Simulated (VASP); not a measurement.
Write the native input for VASP 6.6.1 that does the following.

```
Task                   : single point
Functional             : PBEsol
Potentials or basis    : VASP PAW PBE potentials, release 64 (Cd, S)
Cutoff                 : 520 eV
k mesh                 : 6 × 6 × 4
Occupations            : gaussian, width 0.01 eV
Spin                   : no spin polarisation
Dipole correction      : no
Further INCAR settings : ALGO = Normal; EDIFF = 1e-06; NBANDS = 26
```

The structure of CdS (sol) lies in POSCAR:

```
CdS
1.0
    4.1250409691      0.0000000000      0.0000000000
   -2.0625204845      3.5723902709      0.0000000000
    0.0000000000      0.0000000000      6.7081072971
Cd S
2 2
Direct
    0.3333333333      0.6666666667      0.0001621268
    0.6666666667      0.3333333333      0.5001621268
    0.3333333333      0.6666666667      0.3768378732
    0.6666666667      0.3333333333      0.8768378732
```

These files were run (other wordings do the same):

INCAR

```
SYSTEM = CdS
  ALGO = Normal
  EDIFF = 1E-6
  ENCUT = 520
  GGA = PS
  ISIF = 2
  ISMEAR = 0
  LASPH = .True.
  LCHARG = .False.
  LREAL = .False.
  LWAVE = .False.
  NBANDS = 26
  NELM = 100
  PREC = Accurate
  SIGMA = 0.01
```

KPOINTS

```
k-points
0
Gamma
  6 6 4
  0 0 0
```

Potentials or basis: VASP PAW PBE potentials, release 64 (Cd, S).

Command:

```bash
$ cat potpaw_PBE.64/Cd/POTCAR potpaw_PBE.64/S/POTCAR > POTCAR
$ mpirun -np 1 vasp_std > vasp.out
```

Results of the run:

- Pressure: 0.4 GPa
- Band gap on the k mesh: 1.10 eV, direct

Caveat: the PAW data sets were made with another functional, which shifts forces and pressure a little.

Wall time 18 s on 1 thread of Intel(R) Xeon(R) 6975P-C (Granite Rapids), on a shared host, peak memory 0.23 GiB.
